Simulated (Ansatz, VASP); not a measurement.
Two plane-wave programs on AlB2N3

```
Al B N
1.0
     4.53212    0.00000    0.00000
    -2.26606    3.92494    0.00000
     0.00000    0.00000    6.96083
Al B N
2 4 6
Direct
  0.33333 0.66667 0.00000
  0.66667 0.33333 0.00000
  0.00000 0.00000 0.00000
  0.66667 0.66667 0.50000
  0.33333 0.00000 0.50000
  0.00000 0.33333 0.50000
  0.33333 0.66667 0.50000
  0.00000 0.00000 0.50000
  0.66667 0.33333 0.50000
  0.66667 0.66667 0.00000
  0.33333 0.00000 0.00000
  0.00000 0.33333 0.00000
```

Alike in both runs: task single point; functional PBE; k mesh 6 × 6 × 4; occupations gaussian, width 0.1 eV; no spin polarisation.

```csv
,VASP,Ansatz
version,VASP 6.6.1,Ansatz 0.2.0
potentials or method,"VASP PAW PBE potentials, release 64 (Al, B, N), cutoff 520 eV","scalar-relativistic, plane waves, PAW"
valence electrons in the cell,48,48
```

```csv
,VASP,Ansatz,Ansatz less VASP
gap on the k mesh at the Fermi level (eV),3.82,3.83,+0.006
least direct gap on the mesh (eV),3.82,3.83,+0.006
rms of the force components (eV/Å),4.219,4.159,-0.0602
```

Atom by atom the forces differ by 0.060 eV/Å (rms over components). With one functional, cell and mesh, what is left measures potentials, basis and numerics.
